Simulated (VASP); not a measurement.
# DyBe (P4_2/ncm) in VASP: relaxation of cell and atoms with PBE

Aim: the relaxation of cell and atoms of DyBe with PBE.

Everything below comes from runs of VASP 6.6.1. Logs are shortened: lines on timing, memory, paths and dates and some standing lists are left out, and cuts for length are marked.

### 1 The cell of the first run

The structure is tetragonal, space group P4_2/ncm (No. 138). The conventional cell has a = 5.281 Å, b = 5.281 Å, c = 5.564 Å, α = 90.00°, β = 90.00°, γ = 90.00°. Dy (site symmetry 2mm) has 4 Be at 2.16 to 2.52 Å and 2 Dy at 2.78 Å within 2.9 Å. Within 2.9 Å of Be (site symmetry 2/m) lie 4 Dy at 2.16 to 2.52 Å.

The cell was generated, and may not be a known phase.

### 2 Relaxation of cell and atoms, PBE

INCAR reads:

```
ALGO = Normal ; EDIFF = 1E-7
EDIFFG = -0.08 ; ENCUT = 600
GGA = PE ; GGA_COMPAT = F
IBRION = 2 ; ISIF = 3
ISMEAR = 0 ; LASPH = T
LCHARG = F ; LMAXMIX = 6
LREAL = F ; LWAVE = F
NELM = 200 ; NELMIN = 4
NSW = 36 ; PREC = Accurate
SIGMA = 0.2
```

KPOINTS reads:

```
k-points
0
Gamma
  3 3 3
```

POSCAR reads:

```
DyBe
1.0
    5.2811892400      0.0000000000      0.0000000000
    0.0000000000      5.2811892400      0.0000000000
    0.0000000000      0.0000000000      5.5641484700
Dy Be
4 4
Direct
    0.5000000000      0.0000000000      0.4466815300
    0.5000000000      0.0000000000      0.9466815300
    0.0000000000      0.5000000000      0.0533184700
    0.0000000000      0.5000000000      0.5533184700
    0.7500000000      0.7500000000      0.2500000000
    0.2500000000      0.2500000000      0.2500000000
    0.7500000000      0.2500000000      0.7500000000
    0.2500000000      0.7500000000      0.7500000000
```

Potentials or basis: VASP PAW PBE potentials, release 64 (Dy_3, Be), 4f in core.

The run is started by

```bash
$ cat potpaw_PBE.64/Dy_3/POTCAR potpaw_PBE.64/Be/POTCAR > POTCAR
$ mpirun -np 1 vasp_std > vasp.out
```

OUTCAR:

```text
EDIFF = 1E-7
   EDIFFG = -0.08
   ENCUT = 600
   GGA = PE
   IBRION = 2
   ISIF = 3
   ISMEAR = 0
   LASPH = T
   LREAL = F
   NELM = 200
   NELMIN = 4
   NSW = 36
   PREC = Accurate

 ion  position               nearest neighbor table
   1  0.500  0.000  0.447-   5 2.16   6 2.16   7 2.52   8 2.52   2 2.78   2 2.78   4 3.78   4 3.78
                             4 3.78   4 3.78
   2  0.500  0.000  0.947-   7 2.16   8 2.16   5 2.52   6 2.52   1 2.78   1 2.78   3 3.78   3 3.78
                             3 3.78   3 3.78
   3  0.000  0.500  0.053-   5 2.16   6 2.16   7 2.52   8 2.52   4 2.78   4 2.78   2 3.78   2 3.78
                             2 3.78   2 3.78
   4  0.000  0.500  0.553-   7 2.16   8 2.16   5 2.52   6 2.52   3 2.78   3 2.78   1 3.78   1 3.78
                             1 3.78   1 3.78
   5  0.750  0.750  0.250-   1 2.16   3 2.16   2 2.52   4 2.52
   6  0.250  0.250  0.250-   1 2.16   3 2.16   2 2.52   4 2.52
   7  0.750  0.250  0.750-   2 2.16   4 2.16   3 2.52   1 2.52
   8  0.250  0.750  0.750-   2 2.16   4 2.16   3 2.52   1 2.52

  LATTYP: Found a simple tetragonal cell.
 ALAT       =     5.2811892400
 C/A-ratio  =     1.0535786955

  Lattice vectors:

 A1 = (   5.2811892400,   0.0000000000,   0.0000000000)
 A2 = (   0.0000000000,   5.2811892400,   0.0000000000)
 A3 = (   0.0000000000,   0.0000000000,   5.5641484700)

Analysis of symmetry for initial positions (statically):
=====================================================================
 Subroutine PRICEL returns:
 Original cell was already a primitive cell.

 Routine SETGRP: Setting up the symmetry group for a
 simple tetragonal supercell.

 Subroutine GETGRP returns: Found 16 space group operations
 (whereof  4 operations were pure point group operations)
 out of a pool of 16 trial point group operations.

The static configuration has the point symmetry S_4 .
 The point group associated with its full space group is D_4h.

Analysis of symmetry for dynamics (positions and initial velocities):
=====================================================================
 Subroutine PRICEL returns:
 Original cell was already a primitive cell.

 Routine SETGRP: Setting up the symmetry group for a
 simple tetragonal supercell.

 Subroutine GETGRP returns: Found 16 space group operations
 (whereof  4 operations were pure point group operations)
 out of a pool of 16 trial point group operations.

The dynamic configuration has the point symmetry S_4 .
 The point group associated with its full space group is D_4h.

 Subroutine INISYM returns: Found 16 space group operations
 (whereof  4 operations are pure point group operations),
 and found     1 'primitive' translations

----------------------------------------------------------------------------------------

                                     Primitive cell

[... 71 lines left out ...]
   NGX,Y,Z   is equivalent  to a cutoff of  13.22, 13.22, 14.34 a.u.
   NGXF,Y,Z  is equivalent  to a cutoff of  26.44, 26.44, 28.68 a.u.
 SYSTEM =  unknown system
   PREC   = accura    normal or accurate (medium, high low for compatibility)
   ISTART =      0    job   : 0-new  1-cont  2-samecut
   ICHARG =      2    charge: 1-file 2-atom 10-const
   ISPIN  =      1    spin polarized calculation?
   LNONCOLLINEAR =      F non collinear calculations
   LSORBIT =      F    spin-orbit coupling
   LASPH  =      T    aspherical Exc in radial PAW
   ENCUT  =  600.0 eV  44.10 Ry    6.64 a.u.  10.55 10.55 11.11*2*pi/ulx,y,z
   NELM   =    200;   NELMIN=  4; NELMDL= -5     # of ELM steps
   EDIFF  = 0.1E-06   stopping-criterion for ELM
   LREAL  =      F    real-space projection
   EDIFFG = -.8E-01   stopping-criterion for IOM
   NSW    =     36    number of steps for IOM
   IBRION =      2    ionic relax: 0-MD 1-quasi-New 2-CG
   NFREE  =      1    steps in history (QN), initial steepest desc. (CG)
   ISIF   =      3    stress and relaxation
   ISYM   =      2    0-nonsym 1-usesym 2-fastsym
   POTIM  = 0.5000    time-step for ionic-motion
   TEBEG  =    0.0;   TEEND  =   0.0 temperature during run
   PSTRESS=    0.0 pullay stress
   NELECT =      44.0000    total number of electrons
   NUPDOWN=      -1.0000    fix difference up-down
   EMIN   =  10.00;   EMAX   =-10.00  energy-range for DOS
   EFERMI =   0.00;   METHOD = LEGACY
   ISMEAR =     0;   SIGMA  =   0.20  broadening in eV -4-tet -1-fermi 0-gaus
   EFERMI_NEDOS =   21; number of points for ismear=-14 and -15
   IALGO  =     38    algorithm
   IMIX   =      4    mixing-type and parameters
     AMIX     =   0.40;   BMIX     =  1.00
     AMIX_MAG =   1.60;   BMIX_MAG =  1.00
  volume/ion in A,a.u.               =      19.40       130.91
  Fermi-wavevector in a.u.,A,eV,Ry     =   1.075487  2.032375 15.737470  1.156671
  Thomas-Fermi vector in A             =   2.211344
   LORBIT       =      0    0 simple, 1 ext, 2 COOP (PROOUT), +10 PAW based schemes
   GGA     = PE    functional components
   LHFCALC =     F    Hartree Fock is set to
   AEXX    =    0.0000 exact exchange contribution
   IVDW    =     0    specifies the selected vdW correction
   LEPSILON=     F    determine dielectric tensor
   LRPA    =     F    only Hartree local field effects (RPA)
 conjugate gradient relaxation of ions
 non-spin polarized calculation
 Gauss-broadening in eV      SIGMA  =   0.20
  energy-cutoff  :      600.00
  volume of cell :      155.19
 maximum number of plane-waves:      5198
 NGX is ok and might be reduce to    42
   NGX = 21   NGY = 21   NGZ = 23

--------------------------------------- Ionic step        1  -------------------------------------------

 number of electron      43.9999997 magnetization

 Free energy of the ion-electron system (eV)
  ---------------------------------------------------
  ext. energy  EPLUGINS =         0.00000000
  ---------------------------------------------------
  free energy    TOTEN  =       -15.55960622 eV

  energy without entropy =      -15.47013719  energy(sigma->0) =      -15.51487171

 E-fermi :   2.9724     XC(G=0):  -9.8418

 val. band max:        2.8646305046   @ k =   0.3333   0.3333   0.3333
 cond. band min:       3.0420810048   @ k =   0.3333   0.0000   0.3333
 fundamental gap:      0.1774505002
 Fermi energy:         2.9724213821
[... 487 lines left out ...]
     26       4.6799      0.00000
     27       4.9466      0.00000

[... ionic steps 4 to 16 ...]

--------------------------------------- Ionic step       17  -------------------------------------------

 number of electron      44.0000002 magnetization

------------------------ aborting loop because EDIFF is reached ----------------------------------------
[... 79 lines left out ...]
--------------------------------------- Ionic step       19  -------------------------------------------

 number of electron      43.9999997 magnetization

 Free energy of the ion-electron system (eV)
  ---------------------------------------------------
  ext. energy  EPLUGINS =         0.00000000
  ---------------------------------------------------
  free energy    TOTEN  =       -25.60338349 eV

  energy without entropy =      -25.43297287  energy(sigma->0) =      -25.51817818

 E-fermi :   2.5061     XC(G=0):  -9.3138

 val. band max:        2.5041080740   @ k =   0.3333   0.3333   0.0000
 cond. band min:       2.5484984285   @ k =   0.3333   0.0000   0.0000
 fundamental gap:      0.0443903545
 Fermi energy:         2.5061010200
[... 213 lines left out ...]
  FREE ENERGIE OF THE ION-ELECTRON SYSTEM (eV)
  ---------------------------------------------------
  free  energy   TOTEN  =       -25.6033834910 eV

  energy  without entropy=      -25.4329728733  energy(sigma->0) =      -25.51817818

 reached required accuracy - stopping structural energy minimisation
```

CONTCAR:

```text
DyBe
   1.00000000000000
     4.4791295940133935    0.0000000000000000    0.0000000000000000
    -0.0000000000000000    4.4791295940133935    0.0000000000000000
    -0.0000000000000000    0.0000000000000000    9.4321065028151718
  Dy              Be
     4     4
Direct
     0.5000000000000000    0.0000000000000000    0.5052887333773002
     0.5000000000000000    0.0000000000000000    0.0052887333773000
     0.0000000000000000    0.5000000000000000    0.9947112666226998
     0.0000000000000000    0.5000000000000000    0.4947112666226998
     0.7500000000000000    0.7500000000000000    0.2500000000000000
     0.2500000000000000    0.2500000000000000    0.2500000000000000
     0.7500000000000000    0.2500000000000000    0.7500000000000000
     0.2500000000000000    0.7500000000000000    0.7500000000000000

  0.00000000E+00  0.00000000E+00  0.00000000E+00
  0.00000000E+00  0.00000000E+00  0.00000000E+00
  0.00000000E+00  0.00000000E+00  0.00000000E+00
  0.00000000E+00  0.00000000E+00  0.00000000E+00
  0.00000000E+00  0.00000000E+00  0.00000000E+00
  0.00000000E+00  0.00000000E+00  0.00000000E+00
  0.00000000E+00  0.00000000E+00  0.00000000E+00
  0.00000000E+00  0.00000000E+00  0.00000000E+00
```

Wall time 6.1 min (1 thread of Intel Xeon 6975P-C (Granite Rapids), shared host); peak memory 0.31 GiB.

Results:

| Property | Result |
| --- | --- |
| Free energy | -25.6034 eV |
| Relaxed volume | 23.65 Å³/atom |
| Relaxed cell | a = 4.479 Å, b = 4.479 Å, c = 9.432 Å, α = 90.00°, β = 90.00°, γ = 90.00° |
| Space group after relaxing (to 0.1 Å) | P4_2/ncm (No. 138) |
| Energy gained by relaxing | 1255.5 meV/atom |
| Ionic steps | 19 |
| Pressure after relaxing | -0.4 GPa |
| Largest force after relaxing | 0.053 eV/Å |
| Band gap on the k mesh | zero (bands 22 and 23 overlap by 0.53 eV) |

Forces on the atoms (eV/Å):
```
Dy   0.000  0.000 -0.053
Dy   0.000  0.000 -0.053
Dy   0.000  0.000  0.053
Dy   0.000  0.000  0.053
Be   0.000  0.000  0.000
Be   0.000  0.000  0.000
Be   0.000  0.000  0.000
Be   0.000  0.000  0.000
```

The path:
```csv
step,energy change (eV),largest force (eV/Å),pressure (GPa),volume (Å³)
1,0.0000,1.7347,28.61,155.19
2,-7.3477,1.1056,0.96,246.20
3,-7.4089,0.9485,-1.36,268.85
4,-7.4288,1.0017,-0.64,260.91
5,-7.6640,0.8527,-0.65,258.16
6,-8.2107,0.2701,-0.52,249.72
7,-7.8661,1.5454,0.84,232.08
8,-8.3575,0.2782,-0.27,244.26
9,-8.6408,0.5085,-0.50,237.89
10,-9.2815,1.1253,-0.92,213.63
11,-7.9721,0.1619,8.20,149.68
12,-9.3791,1.3628,-0.76,198.26
13,-9.6461,0.9376,-1.08,191.92
14,-9.6918,0.7530,-1.08,188.57
15,-9.8070,0.6687,-0.31,185.30
16,-9.9001,0.3825,2.27,176.92
17,-9.9082,0.4556,1.63,178.73
18,-9.9989,0.2297,0.79,182.76
19,-10.0438,0.0534,-0.36,189.23
```

Final structure:
```
Dy Be
1.0
     4.47913    0.00000    0.00000
     0.00000    4.47913    0.00000
     0.00000    0.00000    9.43211
Dy Be
4 4
Direct
  0.50000 0.00000 0.50529
  0.50000 0.00000 0.00529
  0.00000 0.50000 0.99471
  0.00000 0.50000 0.49471
  0.75000 0.75000 0.25000
  0.25000 0.25000 0.25000
  0.75000 0.25000 0.75000
  0.25000 0.75000 0.75000
```

Levels at points of the mesh, in eV from the Fermi level:
```tsv
k point	band 19	band 20	band 21	band 22	band 23	band 24	band 25	band 26
(0.00, 0.00, 0.00)	-0.75	-0.70	-0.70	-0.64	-0.26	0.22	0.22	1.01
```

Caveat: the k points lie up to 0.47 Å⁻¹ apart in the final cell, too coarse for converged energies and pressures of a metal; the volume moved by over 15 % at a fixed basis, so the end points are rough; spin-orbit coupling is left out, which moves the levels of the heavy elements; the 4f electrons are frozen in the core, so they carry no moment and show no levels; the relaxation stopped at a loose force limit of 0.08 eV/Å, so its end isn't a converged minimum. Spin polarisation is off, so any magnetic state and its effect on volume and gap are missing.

The gap in the log of VASP goes by the Fermi energy; the results here count the filled bands.